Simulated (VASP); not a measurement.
Set up this calculation in VASP 6.6.1, as the native input.

| Property | Result |
| --- | --- |
| Task | single point |
| Functional | r2SCAN |
| Potentials or basis | VASP PAW PBE potentials, release 64 (C_h) |
| Cutoff | 910 eV |
| k mesh | 26 × 26 × 26 |
| Occupations | gaussian, width 0.02 eV |
| Spin | no spin polarisation |
| Dipole correction | no |
| Further INCAR settings | ALGO = Normal; EDIFF = 1e-06; NBANDS = 11 |

Crystal: C.

```
C
1.0
     0.00000    1.78013    1.78013
     1.78013    0.00000    1.78013
     1.78013    1.78013    0.00000
C
2
Cartesian
  0.0000 0.0000 0.0000
  0.8901 0.8901 0.8901
```

One way to write it, as run:

POSCAR

```
C
1.0
    0.0000000000      1.7801304728      1.7801304728
    1.7801304728      0.0000000000      1.7801304728
    1.7801304728      1.7801304728      0.0000000000
C
2
Direct
    0.0000000000      0.0000000000      0.0000000000
    0.2500000000      0.2500000000      0.2500000000
```

INCAR.step1

```
ALGO     = Normal         # electronic algorithm
EDIFF    = 1E-5           # SCF threshold, eV
ENCUT    = 910            # plane-wave cutoff, eV
GGA      = PE             # functional
GGA_COMPAT= F            
ISMEAR   = 0              # smearing method
LASPH    = T              # aspherical terms in the spheres
LCHARG   = F              # write CHGCAR
LREAL    = F              # projectors in reciprocal space
LWAVE    = T              # write WAVECAR
NBANDS   = 11             # bands
NELM     = 120            # most SCF steps
PREC     = Accurate       # precision mode
SIGMA    = 0.02           # smearing width, eV
```

INCAR.step2

```
ALGO     = Normal         # electronic algorithm
EDIFF    = 1E-6           # SCF threshold, eV
ENCUT    = 910            # plane-wave cutoff, eV
GGA_COMPAT= F            
ISIF     = 2              # what is computed and relaxed
ISMEAR   = 0              # smearing method
ISTART   = 1            
LASPH    = T              # aspherical terms in the spheres
LCHARG   = F              # write CHGCAR
LMIXTAU  = T            
LREAL    = F              # projectors in reciprocal space
LWAVE    = F              # write WAVECAR
METAGGA  = R2SCAN         # meta-GGA
NBANDS   = 11             # bands
NELM     = 120            # most SCF steps
PREC     = Accurate       # precision mode
SIGMA    = 0.02           # smearing width, eV
```

KPOINTS

```
k-points
0
Gamma
  26 26 26
```

Potentials or basis: VASP PAW PBE potentials, release 64 (C_h).

Run with:

```bash
$ cat potpaw_PBE.64/C_h/POTCAR > POTCAR
$ cp INCAR.step1 INCAR
$ mpirun -np 1 vasp_std > vasp.out
$ cp INCAR.step2 INCAR
$ mpirun -np 1 vasp_std > vasp.out
```

Results of the run:

* Pressure: -0.8 GPa
* Band gap on the k mesh: 4.37 eV (least direct gap 5.89 eV)

Caveat: the cutoff is under 1.25 times the usual one of these potentials, so pressure, stress and relaxed cells hold a basis-set (Pulay) error; the PAW data sets were made with another functional, which shifts forces and pressure a little.

Wall time 13 min on 1 thread of Intel(R) Xeon(R) Platinum 8375C CPU @ 2.90GHz (Ice Lake) (shared host), peak memory 0.25 GiB.
